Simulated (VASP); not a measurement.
# Rb2Lu (P6/mmm) in VASP: single point with PBE

Aim: the single point of Rb2Lu with PBE.

Program: VASP 6.6.1. These are calculated values, not measurements. Logs are shortened: lines on timing, memory, paths and dates and some standing lists are left out, and cuts for length are marked.

**1. The cell of the first run**

It takes space group P6/mmm (No. 191, hexagonal). Conventional cell: a = 7.153 Å, b = 7.153 Å, c = 3.764 Å, α = 90.00°, β = 90.00°, γ = 120.00°. Rb (site symmetry -6m2) has 5 Rb at 3.76 to 4.13 Å and 6 Lu at 4.54 Å within 4.9 Å. Within 4.9 Å of Lu (site symmetry 6/mmm) lie 2 Lu at 3.76 Å and 12 Rb at 4.54 Å.

The cell was generated, and may not be a known phase.

**2. Single point, PBE**

The input, INCAR:

```
SYSTEM = Rb2Lu
ALGO = Fast
EDIFF = 1E-7
ENCUT = 520
GGA = PE
ISIF = 2
ISMEAR = 0
LASPH = .TRUE.
LCHARG = .FALSE.
LREAL = .FALSE.
LWAVE = .FALSE.
NBANDS = 28
NELM = 100
PREC = Accurate
SIGMA = 0.1
```

The input, KPOINTS:

```
k-points
0
G
  12 12 12
  0 0 0
```

The input, POSCAR:

```
Rb2Lu
1.0
    7.1527415136      0.0000000000      0.0000000000
   -3.5763707568      6.1944558575      0.0000000000
    0.0000000000      0.0000000000      3.7640762067
Rb Lu
2 1
Direct
    0.6666666667      0.3333333333      0.5000000000
    0.3333333333      0.6666666667      0.5000000000
    0.0000000000      0.0000000000      0.0000000000
```

Potentials or basis: VASP PAW PBE potentials, release 64 (Rb_sv, Lu).

Started as:

```
cat potpaw_PBE.64/Rb_sv/POTCAR potpaw_PBE.64/Lu/POTCAR > POTCAR
mpirun -np 1 vasp_std > vasp.out
```

OUTCAR:

```text
SYSTEM = Rb2Lu
   EDIFF = 1E-7
   ENCUT = 520
   GGA = PE
   ISIF = 2
   ISMEAR = 0
   LASPH = .TRUE.
   LREAL = .FALSE.
   NELM = 100
   PREC = Accurate

 ion  position               nearest neighbor table
   1  0.667  0.333  0.500-   2 4.13   2 4.13   2 4.13   3 4.54   3 4.54   3 4.54   3 4.54   3 4.54
                             3 4.54   2 5.59   2 5.59   2 5.59   2 5.59   2 5.59   2 5.59
   2  0.333  0.667  0.500-   1 4.13   1 4.13   1 4.13   3 4.54   3 4.54   3 4.54   3 4.54   3 4.54
                             3 4.54   1 5.59   1 5.59   1 5.59   1 5.59   1 5.59   1 5.59
   3  0.000  0.000  0.000-   1 4.54   2 4.54   1 4.54   2 4.54   1 4.54   1 4.54   2 4.54   2 4.54
                             1 4.54   1 4.54   2 4.54   2 4.54

  LATTYP: Found a hexagonal cell.
 ALAT       =     7.1527415136
 C/A-ratio  =     0.5262424484

  Lattice vectors:

 A1 = (   7.1527415136,   0.0000000000,   0.0000000000)
 A2 = (  -3.5763707568,   6.1944558575,   0.0000000000)
 A3 = (   0.0000000000,   0.0000000000,   3.7640762067)

Analysis of symmetry for initial positions (statically):
=====================================================================
 Subroutine PRICEL returns:
 Original cell was already a primitive cell.

 Routine SETGRP: Setting up the symmetry group for a
 hexagonal supercell.

 Subroutine GETGRP returns: Found 24 space group operations
 (whereof 24 operations were pure point group operations)
 out of a pool of 24 trial point group operations.

The static configuration has the point symmetry D_6h.

Analysis of symmetry for dynamics (positions and initial velocities):
=====================================================================
 Subroutine PRICEL returns:
 Original cell was already a primitive cell.

 Routine SETGRP: Setting up the symmetry group for a
 hexagonal supercell.

 Subroutine GETGRP returns: Found 24 space group operations
 (whereof 24 operations were pure point group operations)
 out of a pool of 24 trial point group operations.

The dynamic configuration has the point symmetry D_6h.

 Subroutine INISYM returns: Found 24 space group operations
 (whereof 24 operations are pure point group operations),
 and found     1 'primitive' translations

----------------------------------------------------------------------------------------

                                     Primitive cell
[... 91 lines left out ...]
   ENCUT  =  520.0 eV  38.22 Ry    6.18 a.u.  13.30 13.30  7.00*2*pi/ulx,y,z
   NELM   =    100;   NELMIN=  2; NELMDL= -5     # of ELM steps
   EDIFF  = 0.1E-06   stopping-criterion for ELM
   LREAL  =      F    real-space projection
   EDIFFG = 0.1E-05   stopping-criterion for IOM
   NSW    =      0    number of steps for IOM
   IBRION =     -1    ionic relax: 0-MD 1-quasi-New 2-CG
   NFREE  =      0    steps in history (QN), initial steepest desc. (CG)
   ISIF   =      2    stress and relaxation
   ISYM   =      2    0-nonsym 1-usesym 2-fastsym
   POTIM  = 0.5000    time-step for ionic-motion
   TEBEG  =    0.0;   TEEND  =   0.0 temperature during run
   PSTRESS=    0.0 pullay stress
   NELECT =      43.0000    total number of electrons
   NUPDOWN=      -1.0000    fix difference up-down
   EMIN   =  10.00;   EMAX   =-10.00  energy-range for DOS
   EFERMI =   0.00;   METHOD = LEGACY
   ISMEAR =     0;   SIGMA  =   0.10  broadening in eV -4-tet -1-fermi 0-gaus
   EFERMI_NEDOS =   21; number of points for ismear=-14 and -15
   IALGO  =     68    algorithm
   IMIX   =      4    mixing-type and parameters
     AMIX     =   0.40;   BMIX     =  1.00
     AMIX_MAG =   1.60;   BMIX_MAG =  1.00
  volume/ion in A,a.u.               =      55.59       375.15
  Fermi-wavevector in a.u.,A,eV,Ry     =   1.041965  1.969028 14.771711  1.085690
  Thomas-Fermi vector in A             =   2.176609
   LORBIT       =      0    0 simple, 1 ext, 2 COOP (PROOUT), +10 PAW based schemes
   GGA     = PE    functional components
   LHFCALC =     F    Hartree Fock is set to
   AEXX    =    0.0000 exact exchange contribution
   IVDW    =     0    specifies the selected vdW correction
   LEPSILON=     F    determine dielectric tensor
   LRPA    =     F    only Hartree local field effects (RPA)
 non-spin polarized calculation
 RMM-DIIS sequential band-by-band and
 Gauss-broadening in eV      SIGMA  =   0.10
  energy-cutoff  :      520.00
  volume of cell :      166.78
 maximum number of plane-waves:      4526
 NGX is ok and might be reduce to    54
   NGX = 27   NGY = 27   NGZ = 13

 number of electron      43.0000015 magnetization

 Free energy of the ion-electron system (eV)
  ---------------------------------------------------
  ext. energy  EPLUGINS =         0.00000000
  ---------------------------------------------------
  free energy    TOTEN  =        -4.40752925 eV

  energy without entropy =       -4.38232787  energy(sigma->0) =       -4.39492856

 E-fermi :   0.9085     XC(G=0):  -7.1831

 val. band max:        0.9030667580   @ k =   0.2500   0.2500   0.4167
 cond. band min:       0.9087408104   @ k =   0.4167   0.0833   0.2500
 fundamental gap:      0.0056740524
 Fermi energy:         0.9084818889

 k-point     1 :       0.0000    0.0000    0.0000
  band No.  band energies     occupation
      1     -57.1853      2.00000
      2     -27.8251      2.00000
      3     -27.8251      2.00000
      4     -27.6137      2.00000
      5     -27.5674      2.00000
      6     -27.5393      2.00000
[... 733 lines left out ...]
     27       3.2688      0.00000
     28       3.5979      0.00000

 [... further k-points ...]

------------------------ aborting loop because EDIFF is reached ----------------------------------------

  FORCE on cell =-STRESS in cart. coord.  units (eV):
  Direction    XX          YY          ZZ          XY          YZ          ZX
  --------------------------------------------------------------------------------------
  -------------------------------------------------------------------------------------
  Total       -0.4464238     -0.4464238     -0.4549223      0.0000000      0.0000000      0.0000000
  in kB       -4.2886822     -4.2886822     -4.3703246      0.0000000      0.0000000      0.0000000
  external PRESSURE =      -4.3158964 kB  Pullay stress =       0.0000000 kB

 VOLUME and BASIS-vectors are now :
 -----------------------------------------------------------------------------
  energy-cutoff  :      520.00
  volume of cell :      166.78
      direct lattice vectors                 reciprocal lattice vectors
     7.152741514  0.000000000  0.000000000     0.139806534  0.080717340  0.000000000
    -3.576370757  6.194455858  0.000000000     0.000000000  0.161434680  0.000000000
     0.000000000  0.000000000  3.764076207     0.000000000  0.000000000  0.265669435

 POSITION                                       TOTAL-FORCE (eV/Angst)
 -----------------------------------------------------------------------------------
      3.57637      2.06482      1.88204         0.000000     -0.000000      0.000000
     -0.00000      4.12964      1.88204        -0.000000      0.000000      0.000000
      0.00000      0.00000      0.00000        -0.000000      0.000000      0.000000
 -----------------------------------------------------------------------------------
    total drift:                               -0.000000     -0.000000     -0.000000

  FREE ENERGIE OF THE ION-ELECTRON SYSTEM (eV)
  ---------------------------------------------------
  free  energy   TOTEN  =        -4.4075292478 eV

  energy  without entropy=       -4.3823278710  energy(sigma->0) =       -4.39492856
```

stdout:

```text
POSCAR found type information on POSCAR RbLu
[... 52 lines left out ...]
 num prob  num prob  num prob  num prob  num prob  num prob  num prob  num prob  num prob  num prob  num prob RMM:  27    -0.440747265571E+01   -0.95860E-05   -0.10063E-04 10194   0.200E-02    0.359E-02
 num prob  num prob  num prob  num prob  num prob  num prob  num prob  num prob  num prob  num prob  num prob  num prob  num prob  num prob  num prob  num prob  num prob  num prob  num prob  num prob  num prob  num prob  num prob  num prob  num prob  num prob  num prob  num prob  num prob  num prob  num prob  num prob  num prob  num prob  num prob  num prob  num prob  num prob  num prob  num prob  num prob  num prob  num prob  num prob  num prob  num prob  num prob  num prob  num prob  num prob  num prob  num prob  num prob  num prob  num prob  num prob  num prob  num prob  num prob  num p
```

Wall time 57 min (1 thread of Intel Xeon Platinum 8259CL at 2.50GHz (Skylake/Cascade Lake), shared host); peak memory 0.74 GiB.

What came out:

```yaml
Free_energy: -4.4075 eV
Pressure: -0.4 GPa
Band_gap_on_the_k_mesh: zero (an odd number of electrons rules out a gap without spin polarisation)
```

Caveat: spin-orbit coupling is left out, which moves the levels of the heavy elements.
